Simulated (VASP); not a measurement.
The system is CuO.

```
Cu O
1.0
     2.37267   -1.73382    0.00000
     2.37267    1.73382    0.00000
    -0.86121    0.00000    5.12443
Cu O
2 2
Direct
  0.50000 0.00000 0.50000
  0.00000 0.50000 0.00000
  0.41840 0.58160 0.75000
  0.58160 0.41840 0.25000
```

Base run:

- Program: VASP 6.6.1
- Functional: RPBE
- Dispersion: D4
- Potentials or basis: VASP PAW PBE potentials, release 64 (Cu, O)
- Cutoff: 520 eV
- k mesh: 10 × 10 × 5
- Occupations: fermi-dirac, width 0.05 eV
- Spin: no spin polarisation

Its results: band gap on the k mesh zero (bands 17 and 18 overlap by 0.60 eV); pressure -3.8 GPa; largest force 0.253 eV/Å.

Q: After a change of settings the same cell gave: band gap on the k mesh zero (bands 17 and 18 overlap by 0.60 eV); pressure -10.7 GPa; largest force 0.433 eV/Å. Which change was it?
A. functional from RPBE to PBE; dispersion from D4 to D3(BJ)
B. functional from RPBE to PBEsol
C. functional from RPBE to PBE; dispersion from D4 to none
D. functional from RPBE to r2SCAN; dispersion from D4 to none

A: B.

PBEsol binds more tightly than RPBE, so the same cell stands under less pressure.

Caveats: the cell stands under tension; the PAW data sets were made with another functional, which shifts forces and pressure a little; semilocal functionals often make such compounds metallic where correlation or magnetic order opens a gap, which also shifts bond lengths.
